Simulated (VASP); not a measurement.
Runs of VASP 6.6.1 on In3Se. The structure is that of space group P4/mmm (No. 123), or close to it. The cells are those of the table. 

| cell | gap on the mesh (eV) | pressure (GPa) |
| --- | --- | --- |
| a = 4.373, b = 4.373, c = 4.644 Å, 4 atoms | none | 5.2 |
| a = 4.552, b = 4.552, c = 4.286 Å, 4 atoms | none | 5.1 |
| a = 4.585, b = 4.585, c = 4.317 Å, 4 atoms | none | 3.6 |
| a = 4.405, b = 4.405, c = 4.678 Å, 4 atoms | none | (a) |

Alike in all rows: task single point; level PBEsol+D3(BJ); potentials or basis VASP PAW PBE potentials, release 64 (In_d, Se); no spin polarisation; k mesh 10 × 10 × 10; cutoff (eV) 520; smearing gaussian 0.15 eV.

Q: Estimate the missing entries.

A: (a) 3.7.

Caveats: the cell stands under pressure; the PAW data sets were made with another functional, which shifts forces and pressure a little; spin-orbit coupling is left out, which moves the levels of the heavy elements.

A k mesh can miss the band edges, and the runs leave out spin-orbit coupling on In, Se.

A gap of «none» marks levels without a gap at the run's occupations.
